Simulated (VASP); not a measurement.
# Li (Im-3m) in VASP: a series of runs, part 2 of 2

VASP 6.6.1. Earlier steps stand in the parts before.

### Step 3. Single point, r2SCAN (volume scaled by 1.06)

The input, POSCAR:

```
Li
1.0
   -1.7890636389      1.7890636389      1.7890636389
    1.7890636389     -1.7890636389      1.7890636389
    1.7890636389      1.7890636389     -1.7890636389
Li
1
Direct
    0.0000000000      0.0000000000      0.0000000000
```

The input, INCAR.step1:

```
SYSTEM = Li
ALGO = Normal ; EDIFF = 1E-5
ENCUT = 830 ; GGA = PE
GGA_COMPAT = .FALSE. ; ISMEAR = -1
LASPH = .TRUE. ; LCHARG = .FALSE.
LREAL = .FALSE. ; LWAVE = .TRUE.
NBANDS = 8 ; NELM = 120
PREC = Accurate ; SIGMA = 0.05
```

The input, INCAR.step2:

```
SYSTEM = Li
ALGO = Normal ; EDIFF = 1E-6
ENCUT = 830 ; GGA_COMPAT = .FALSE.
ISIF = 2 ; ISMEAR = -1
ISTART = 1 ; LASPH = .TRUE.
LCHARG = .FALSE. ; LMIXTAU = .TRUE.
LREAL = .FALSE. ; LWAVE = .FALSE.
METAGGA = R2SCAN ; NBANDS = 8
NELM = 120 ; PREC = Accurate
SIGMA = 0.05
```

The input, KPOINTS:

```
k-points
0
G
  11 11 11
  0 0 0
```

Potentials or basis: VASP PAW PBE potentials, release 64 (Li_sv).

Launch:

```bash
$ cat potpaw_PBE.64/Li_sv/POTCAR > POTCAR
$ cp INCAR.step1 INCAR
$ mpirun -np 1 vasp_std > vasp.out
$ cp INCAR.step2 INCAR
$ mpirun -np 1 vasp_std > vasp.out
```

OUTCAR:

```text
SYSTEM = Li
   EDIFF = 1E-6
   ENCUT = 830
   ISIF = 2
   ISMEAR = -1
   ISTART = 1
   LASPH = .TRUE.
   LREAL = .FALSE.
   METAGGA = R2SCAN
   NELM = 120
   PREC = Accurate

 ion  position               nearest neighbor table
   1  0.000  0.000  0.000-

  LATTYP: Found a body centered cubic cell.
 ALAT       =     3.5781272778

  Lattice vectors:

 A1 = (  -1.7890636389,   1.7890636389,   1.7890636389)
 A2 = (   1.7890636389,  -1.7890636389,   1.7890636389)
 A3 = (   1.7890636389,   1.7890636389,  -1.7890636389)

Analysis of symmetry for initial positions (statically):
=====================================================================
 Subroutine PRICEL returns:
 Original cell was already a primitive cell.

 Routine SETGRP: Setting up the symmetry group for a
 body centered cubic supercell.

 Subroutine GETGRP returns: Found 48 space group operations
 (whereof 48 operations were pure point group operations)
 out of a pool of 48 trial point group operations.

The static configuration has the point symmetry O_h .

Analysis of symmetry for dynamics (positions and initial velocities):
=====================================================================
 Subroutine PRICEL returns:
 Original cell was already a primitive cell.

 Routine SETGRP: Setting up the symmetry group for a
 body centered cubic supercell.

 Subroutine GETGRP returns: Found 48 space group operations
 (whereof 48 operations were pure point group operations)
 out of a pool of 48 trial point group operations.

The dynamic configuration has the point symmetry O_h .

 Subroutine INISYM returns: Found 48 space group operations
 (whereof 48 operations are pure point group operations),
 and found     1 'primitive' translations

----------------------------------------------------------------------------------------
[... 104 lines left out ...]
   EMIN   =  10.00;   EMAX   =-10.00  energy-range for DOS
   EFERMI =   0.00;   METHOD = LEGACY
   ISMEAR =    -1;   SIGMA  =   0.05  broadening in eV -4-tet -1-fermi 0-gaus
   EFERMI_NEDOS =   21; number of points for ismear=-14 and -15
   IALGO  =     38    algorithm
   IMIX   =      4    mixing-type and parameters
     AMIX     =   0.40;   BMIX     =  1.00
     AMIX_MAG =   1.60;   BMIX_MAG =  1.00
  volume/ion in A,a.u.               =      22.91       154.57
  Fermi-wavevector in a.u.,A,eV,Ry     =   0.831386  1.571092  9.404387  0.691203
  Thomas-Fermi vector in A             =   1.944264
   LORBIT       =      0    0 simple, 1 ext, 2 COOP (PROOUT), +10 PAW based schemes
   METAGGA = R2SCAN    functional components
   LHFCALC =     F    Hartree Fock is set to
   AEXX    =    0.0000 exact exchange contribution
   IVDW    =     0    specifies the selected vdW correction
   LEPSILON=     F    determine dielectric tensor
   LRPA    =     F    only Hartree local field effects (RPA)
 non-spin polarized calculation
  energy-cutoff  :      830.00
  volume of cell :       22.91
 maximum number of plane-waves:      1264
 NGX is ok and might be reduce to    30
   NGX = 15   NGY = 15   NGZ = 15

 number of electron       2.9999997 magnetization

 Free energy of the ion-electron system (eV)
  ---------------------------------------------------
  ext. energy  EPLUGINS =         0.00000000
  ---------------------------------------------------
  free energy    TOTEN  =        -2.38286118 eV

  energy without entropy =       -2.37933039  energy(sigma->0) =       -2.38109579

 E-fermi :   0.3523     XC(G=0):  -7.1343

 val. band max:        0.3091861055   @ k =  -0.3636   0.4545   0.0909
 cond. band min:       0.3643187732   @ k =   0.4545   0.0000   0.0000
 fundamental gap:      0.0551326676
 Fermi energy:         0.3522520929

 k-point     1 :       0.0000    0.0000    0.0000
  band No.  band energies     occupation
      1     -48.0365      2.00000
      2      -3.3420      2.00000
      3      15.3444      0.00000
      4      15.3444      0.00000
      5      15.3444      0.00000
      6      19.3514      0.00000
      7      19.3514      0.00000
      8      19.3514      0.00000
[... 243 lines left out ...]
 k-point    24 :       0.3636    0.1818    0.0909
  band No.  band energies     occupation
      1     -48.0234      2.00000
      2       1.6032      0.00000
      3       3.5836      0.00000
      4       7.0845      0.00000
      5       9.7092      0.00000
      6      19.8417      0.00000
      7      20.8836      0.00000
      8      24.1937      0.00000

 [... further k-points ...]
[... 5 lines left out ...]
  --------------------------------------------------------------------------------------
  -------------------------------------------------------------------------------------
  Total       -0.1562977     -0.1562977     -0.1562977     -0.0000000     -0.0000000      0.0000000
  in kB      -10.9326567    -10.9326567    -10.9326567     -0.0000000     -0.0000000      0.0000000
  external PRESSURE =     -10.9326567 kB  Pullay stress =       0.0000000 kB

 VOLUME and BASIS-vectors are now :
 -----------------------------------------------------------------------------
  energy-cutoff  :      830.00
  volume of cell :       22.91
      direct lattice vectors                 reciprocal lattice vectors
    -1.789063639  1.789063639  1.789063639     0.000000000  0.279475805  0.279475805
     1.789063639 -1.789063639  1.789063639     0.279475805  0.000000000  0.279475805
     1.789063639  1.789063639 -1.789063639     0.279475805  0.279475805  0.000000000

 POSITION                                       TOTAL-FORCE (eV/Angst)
 -----------------------------------------------------------------------------------
      0.00000      0.00000      0.00000         0.000000     -0.000000     -0.000000
 -----------------------------------------------------------------------------------
    total drift:                               -0.000000     -0.000000      0.000000

  FREE ENERGIE OF THE ION-ELECTRON SYSTEM (eV)
  ---------------------------------------------------
  free  energy   TOTEN  =        -2.3828611836 eV

  energy  without entropy=       -2.3793303865  energy(sigma->0) =       -2.38109579
```

OUTCAR.step1:

```text
SYSTEM = Li
   EDIFF = 1E-5
   ENCUT = 830
   GGA = PE
   ISMEAR = -1
   LASPH = .TRUE.
   LREAL = .FALSE.
[... 480 lines left out ...]
 -----------------------------------------------------------------------------------
      0.00000      0.00000      0.00000         0.000000      0.000000      0.000000
 -----------------------------------------------------------------------------------
    total drift:                               -0.000000     -0.000000      0.000000

  FREE ENERGIE OF THE ION-ELECTRON SYSTEM (eV)
  ---------------------------------------------------
  free  energy   TOTEN  =        -1.8974044757 eV

  energy  without entropy=       -1.8937293316  energy(sigma->0) =       -1.89556690
```

Wall time 2.5 min (1 thread of Intel Xeon 8259CL, shared host); peak memory 0.17 GiB.

Results:

| Property | Result |
| --- | --- |
| Free energy | -2.3829 eV |
| Pressure | -1.1 GPa |

Caveat: the PAW data sets were made with another functional, which shifts forces and pressure a little.
